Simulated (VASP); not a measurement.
# CuRu2 (P4/mmm) in VASP: single point with LDA

Aim: the single point of CuRu2 with LDA.

Program: VASP 6.6.1. These are calculated values, not measurements. Logs are shortened: lines on timing, memory, paths and dates and some standing lists are left out, and cuts for length are marked.

### 1 The cell of the first run

Symmetry: P4/mmm, No. 123, tetragonal system. The conventional cell has a = 2.616 Å, b = 2.616 Å, c = 5.398 Å, α = 90.00°, β = 90.00°, γ = 90.00°. Within 2.9 Å of Ru (site symmetry 4mm) lie 5 Ru at 2.21 to 2.62 Å and 4 Cu at 2.44 Å. Within 3.2 Å of Cu (site symmetry 4/mmm) lie 8 Ru at 2.44 Å and 4 Cu at 2.62 Å.

### 2 Single point, LDA

Input file POSCAR:

```
CuRu2
1.0
    2.6163680000      0.0000000000      0.0000000000
    0.0000000000      2.6163680000      0.0000000000
    0.0000000000      0.0000000000      5.3982240000
Ru Cu
2 1
Direct
    0.5000000000      0.5000000000      0.2950000000
    0.5000000000      0.5000000000      0.7050000000
    0.0000000000      0.0000000000      0.0000000000
```

Input file INCAR.step1:

```
SYSTEM = CuRu2
PREC = Accurate ; ENCUT = 520
EDIFF = 1E-6 ; ISMEAR = -1
SIGMA = 0.1 ; LREAL = .FALSE.
LASPH = .TRUE. ; NELM = 80
ALGO = Normal ; ISIF = 2
LWAVE = .FALSE. ; LCHARG = .TRUE.
LMAXMIX = 4 ; NBANDS = 26
```

Input file KPOINTS.step1:

```
regular mesh
0
G
  13 13 6
  0 0 0
```

Input file INCAR.step2:

```
SYSTEM = CuRu2
PREC = Accurate ; ENCUT = 520
EDIFF = 1E-6 ; ISMEAR = -5
SIGMA = 0.1 ; LREAL = .FALSE.
LASPH = .TRUE. ; NELM = 80
ALGO = Normal ; ISIF = 2
LWAVE = .FALSE. ; LCHARG = .FALSE.
LMAXMIX = 4 ; LORBIT = 10
NBANDS = 26 ; NEDOS = 1001
ICHARG = 11
```

Input file KPOINTS.step2:

```
regular mesh
0
G
  20 20 9
  0 0 0
```

Potentials or basis: VASP PAW LDA potentials, release 64 (Ru_pv, Cu).

Run with:

```console
$ cat potpaw_LDA.64/Ru_pv/POTCAR potpaw_LDA.64/Cu/POTCAR > POTCAR
$ cp INCAR.step1 INCAR
$ cp KPOINTS.step1 KPOINTS
$ mpirun -np 1 vasp_std > vasp.out
$ cp INCAR.step2 INCAR
$ cp KPOINTS.step2 KPOINTS
$ mpirun -np 1 vasp_std > vasp.out
```

OUTCAR:

```text
SYSTEM = CuRu2
   PREC = Accurate
   ENCUT = 520
   EDIFF = 1E-6
   ISMEAR = -5
   LREAL = .FALSE.
   LASPH = .TRUE.
   NELM = 80
   ISIF = 2
   LORBIT = 10
   ICHARG = 11

 ion  position               nearest neighbor table
   1  0.500  0.500  0.295-   2 2.21   3 2.44   3 2.44   3 2.44   3 2.44   2 3.18
   2  0.500  0.500  0.705-   1 2.21   3 2.44   3 2.44   3 2.44   3 2.44   1 3.18
   3  0.000  0.000  0.000-   1 2.44   2 2.44   1 2.44   2 2.44   1 2.44   2 2.44   1 2.44   2 2.44

  LATTYP: Found a simple tetragonal cell.
 ALAT       =     2.6163680000
 C/A-ratio  =     2.0632510411

  Lattice vectors:

 A1 = (   2.6163680000,   0.0000000000,   0.0000000000)
 A2 = (   0.0000000000,   2.6163680000,   0.0000000000)
 A3 = (   0.0000000000,   0.0000000000,   5.3982240000)

Analysis of symmetry for initial positions (statically):
=====================================================================
 Subroutine PRICEL returns:
 Original cell was already a primitive cell.

 Routine SETGRP: Setting up the symmetry group for a
 simple tetragonal supercell.

 Subroutine GETGRP returns: Found 16 space group operations
 (whereof 16 operations were pure point group operations)
 out of a pool of 16 trial point group operations.

The static configuration has the point symmetry D_4h.

Analysis of symmetry for dynamics (positions and initial velocities):
=====================================================================
 Subroutine PRICEL returns:
 Original cell was already a primitive cell.

 Routine SETGRP: Setting up the symmetry group for a
 simple tetragonal supercell.

 Subroutine GETGRP returns: Found 16 space group operations
 (whereof 16 operations were pure point group operations)
 out of a pool of 16 trial point group operations.

The dynamic configuration has the point symmetry D_4h.

 Subroutine INISYM returns: Found 16 space group operations
 (whereof 16 operations are pure point group operations),
 and found     1 'primitive' translations

----------------------------------------------------------------------------------------

                                     Primitive cell

  volume of cell :      36.9529

  direct lattice vectors                    reciprocal lattice vectors
     2.616368000  0.000000000  0.000000000     0.382209231  0.000000000  0.000000000
     0.000000000  2.616368000  0.000000000     0.000000000  0.382209231  0.000000000
     0.000000000  0.000000000  5.398224000     0.000000000  0.000000000  0.185246111

  length of vectors
     2.616368000  2.616368000  5.398224000     0.382209231  0.382209231  0.185246111

  position of ions in fractional coordinates (direct lattice)
     0.500000000  0.500000000  0.295000000
     0.500000000  0.500000000  0.705000000
     0.000000000  0.000000000  0.000000000

  ion indices of the primitive-cell ions
   primitive index   ion index
                 1           1
                 2           2
                 3           3

----------------------------------------------------------------------------------------

 KPOINTS: regular mesh

Automatic generation of k-mesh.
 Grid dimensions read from file:
 generate k-points for:   20   20    9

 Generating k-lattice:

  Cartesian coordinates                     Fractional coordinates (reciprocal lattice)
     0.019110462  0.000000000  0.000000000     0.050000000  0.000000000  0.000000000
     0.000000000  0.019110462  0.000000000     0.000000000  0.050000000  0.000000000
     0.000000000  0.000000000  0.020582901     0.000000000  0.000000000  0.111111111

  Length of vectors
     0.019110462  0.019110462  0.020582901

  Shift w.r.t. Gamma in fractional coordinates (k-lattice)
     0.000000000  0.000000000  0.000000000

 TETIRR: Found   5410 inequivalent tetrahedra from    21600

 Subroutine IBZKPT returns following result:
 ===========================================

 Found    330 irreducible k-points:

 Following reciprocal coordinates:
            Coordinates               Weight
  0.000000  0.000000  0.000000      1.000000
  0.050000  0.000000  0.000000      4.000000
  0.100000  0.000000  0.000000      4.000000
  0.150000  0.000000  0.000000      4.000000
  0.200000  0.000000  0.000000      4.000000
  0.250000  0.000000  0.000000      4.000000
[... 16 lines left out ...]
  0.150000  0.100000  0.000000      8.000000
  0.200000  0.100000  0.000000      8.000000
 [... further k-points ...]
   k-points           NKPTS =    330   k-points in BZ     NKDIM =    330   number of bands    NBANDS=     26
   number of dos      NEDOS =   1001   number of ions     NIONS =      3
   total plane-waves  NPLWV =  16000
   dimension x,y,z NGX =    20 NGY =   20 NGZ =   40
   dimension x,y,z NGXF=    40 NGYF=   40 NGZF=   80
   ions per type =               2   1
   NGX,Y,Z   is equivalent  to a cutoff of  12.71, 12.71, 12.32 a.u.
   NGXF,Y,Z  is equivalent  to a cutoff of  25.42, 25.42, 24.64 a.u.
 SYSTEM =  CuRu2
   PREC   = accura    normal or accurate (medium, high low for compatibility)
   ISTART =      0    job   : 0-new  1-cont  2-samecut
   ICHARG =     11    charge: 1-file 2-atom 10-const
   ISPIN  =      1    spin polarized calculation?
   LNONCOLLINEAR =      F non collinear calculations
   LSORBIT =      F    spin-orbit coupling
   LASPH  =      T    aspherical Exc in radial PAW
   ENCUT  =  520.0 eV  38.22 Ry    6.18 a.u.   4.86  4.86 10.04*2*pi/ulx,y,z
   NELM   =     80;   NELMIN=  2; NELMDL=  0     # of ELM steps
   EDIFF  = 0.1E-05   stopping-criterion for ELM
   LREAL  =      F    real-space projection
   EDIFFG = 0.1E-04   stopping-criterion for IOM
   NSW    =      0    number of steps for IOM
   IBRION =     -1    ionic relax: 0-MD 1-quasi-New 2-CG
   NFREE  =      0    steps in history (QN), initial steepest desc. (CG)
   ISIF   =      2    stress and relaxation
   ISYM   =      2    0-nonsym 1-usesym 2-fastsym
   POTIM  = 0.5000    time-step for ionic-motion
   TEBEG  =    0.0;   TEEND  =   0.0 temperature during run
   PSTRESS=    0.0 pullay stress
   NELECT =      39.0000    total number of electrons
   NUPDOWN=      -1.0000    fix difference up-down
   EMIN   =  10.00;   EMAX   =-10.00  energy-range for DOS
   EFERMI =   0.00;   METHOD = LEGACY
   ISMEAR =    -5;   SIGMA  =   0.10  broadening in eV -4-tet -1-fermi 0-gaus
   EFERMI_NEDOS =   21; number of points for ismear=-14 and -15
   IALGO  =     38    algorithm
   IMIX   =      4    mixing-type and parameters
     AMIX     =   0.40;   BMIX     =  1.00
     AMIX_MAG =   1.60;   BMIX_MAG =  1.00
  volume/ion in A,a.u.               =      12.32        83.12
  Fermi-wavevector in a.u.,A,eV,Ry     =   1.666787  3.149771 37.799432  2.778180
  Thomas-Fermi vector in A             =   2.752922
   LORBIT       =     10    0 simple, 1 ext, 2 COOP (PROOUT), +10 PAW based schemes
   GGA     = CA    functional components
   LHFCALC =     F    Hartree Fock is set to
   AEXX    =    0.0000 exact exchange contribution
   IVDW    =     0    specifies the selected vdW correction
   LEPSILON=     F    determine dielectric tensor
   LRPA    =     F    only Hartree local field effects (RPA)
 non-spin polarized calculation
 Fermi weights with tetrahedron method with Bloechl corrections
  energy-cutoff  :      520.00
  volume of cell :       36.95
 maximum number of plane-waves:      1016
 NGX is ok and might be reduce to    20

 number of electron      38.9999992 magnetization

 Free energy of the ion-electron system (eV)
  ---------------------------------------------------
  ext. energy  EPLUGINS =         0.00000000
  ---------------------------------------------------
  free energy    TOTEN  =       -23.82793208 eV

  energy without entropy =      -23.82793208  energy(sigma->0) =      -23.82793208

 E-fermi :  12.1272     XC(G=0): -14.2418

 val. band max:       12.3634583183   @ k =   0.4000   0.4000   0.0000
 cond. band min:      12.0739144950   @ k =   0.3500   0.3000   0.0000
 fundamental gap:     -0.2895438233
 Fermi energy:        12.1271633282

 k-point     1 :       0.0000    0.0000    0.0000
  band No.  band energies     occupation
      1     -31.7497      2.00000
      2     -30.3561      2.00000
      3     -30.3561      2.00000
      4     -30.1951      2.00000
      5     -30.1831      2.00000
      6     -30.1831      2.00000
[... 18 lines left out ...]
     25      22.4432      0.00000
     26      22.4615      0.00000

 k-point     2 :       0.0500    0.0000    0.0000
  band No.  band energies     occupation
      1     -31.7473      2.00000
      2     -30.3755      2.00000
      3     -30.3545      2.00000
      4     -30.2025      2.00000
      5     -30.1922      2.00000
      6     -30.1815      2.00000
[... 18 lines left out ...]
     25      22.4551      0.00000
     26      22.8766      0.00000

 k-point     3 :       0.1000    0.0000    0.0000
  band No.  band energies     occupation
      1     -31.7402      2.00000
      2     -30.4314      2.00000
      3     -30.3499      2.00000
      4     -30.2539      2.00000
      5     -30.1884      2.00000
      6     -30.1770      2.00000
[... 18 lines left out ...]
     25      22.4249      0.00000
     26      23.3980      0.00000

 k-point     4 :       0.1500    0.0000    0.0000
  band No.  band energies     occupation
      1     -31.7292      2.00000
      2     -30.5178      2.00000
      3     -30.3426      2.00000
      4     -30.3343      2.00000
      5     -30.1816      2.00000
      6     -30.1699      2.00000
[... 18 lines left out ...]
     25      22.1971      0.00000
     26      22.4261      0.00000
[... 496 lines left out ...]
      1     -31.7308      2.00000
      2     -30.4284      2.00000
      3     -30.4212      2.00000
      4     -30.2504      2.00000
      5     -30.2447      2.00000
      6     -30.1817      2.00000
[... 18 lines left out ...]
     25      23.1775      0.00000
     26      23.6505      0.00000

 k-point    23 :       0.1500    0.1000    0.0000
  band No.  band energies     occupation
      1     -31.7199      2.00000
      2     -30.5110      2.00000
      3     -30.4169      2.00000
      4     -30.3279      2.00000
      5     -30.2401      2.00000
      6     -30.1748      2.00000
[... 18 lines left out ...]
     25      22.4251      0.00000
     26      22.5580      0.00000

 k-point    24 :       0.2000    0.1000    0.0000
  band No.  band energies     occupation
      1     -31.7062      2.00000
      2     -30.6181      2.00000
      3     -30.4280      2.00000
      4     -30.4073      2.00000
      5     -30.2310      2.00000
      6     -30.1661      2.00000
[... 18 lines left out ...]
     25      21.2836      0.00000
     26      22.5101      0.00000

 [... further k-points ...]

------------------------ aborting loop because EDIFF is reached ----------------------------------------

  FORCE on cell =-STRESS in cart. coord.  units (eV):
  Direction    XX          YY          ZZ          XY          YZ          ZX
  --------------------------------------------------------------------------------------
  -------------------------------------------------------------------------------------
  Total        4.1371492      4.1371492      9.5059341      0.0000000      0.0000000      0.0000000
  in kB      179.3755325    179.3755325    412.1514411      0.0000000      0.0000000      0.0000000
  external PRESSURE =     256.9675021 kB  Pullay stress =       0.0000000 kB

 VOLUME and BASIS-vectors are now :
 -----------------------------------------------------------------------------
  energy-cutoff  :      520.00
  volume of cell :       36.95
      direct lattice vectors                 reciprocal lattice vectors
     2.616368000  0.000000000  0.000000000     0.382209231  0.000000000  0.000000000
     0.000000000  2.616368000  0.000000000     0.000000000  0.382209231  0.000000000
     0.000000000  0.000000000  5.398224000     0.000000000  0.000000000  0.185246111

 POSITION                                       TOTAL-FORCE (eV/Angst)
 -----------------------------------------------------------------------------------
      1.30818      1.30818      1.59248         0.000000      0.000000      0.845495
      1.30818      1.30818      3.80575         0.000000     -0.000000     -0.845495
      0.00000      0.00000      0.00000         0.000000      0.000000      0.000000
 -----------------------------------------------------------------------------------
    total drift:                                0.000000      0.000000      0.000000

  FREE ENERGIE OF THE ION-ELECTRON SYSTEM (eV)
  ---------------------------------------------------
  free  energy   TOTEN  =       -23.8279320762 eV

  energy  without entropy=      -23.8279320762  energy(sigma->0) =      -23.82793208

 total charge

# of ion       s       p       d       tot
------------------------------------------
    1        0.427   6.292   6.162  12.881
    2        0.427   6.292   6.162  12.881
    3        0.579   0.641   9.171  10.391
--------------------------------------------------
tot          1.432  13.226  21.495  36.153
```

Wall time 3.5 min (1 thread of Intel Xeon Platinum 8259CL at 2.50GHz (Skylake/Cascade Lake), shared host); peak memory 0.39 GiB.

What came out:

```
Valence electrons inside the program's atomic spheres : Ru 12.88; Cu 10.39
```

Levels at points of the mesh, in eV from the Fermi level:
| k point | band 16 | band 17 | band 18 | band 19 | band 20 | band 21 | band 22 | band 23 | band 24 | band 25 |
| --- | --- | --- | --- | --- | --- | --- | --- | --- | --- | --- |
| (0.00, 0.00, 0.00) | -2.99 | -2.19 | -2.19 | -1.47 | 0.93 | 1.16 | 1.43 | 1.43 | 2.52 | 10.32 |
| (0.50, 0.00, 0.00) | -2.42 | -1.61 | -1.02 | -0.87 | -0.09 | 1.13 | 1.74 | 2.64 | 3.83 | 6.17 |
| (0.50, 0.50, 0.00) | -2.24 | 0.46 | 0.46 | 2.44 | 2.44 | 2.48 | 2.73 | 2.79 | 7.42 | 9.82 |
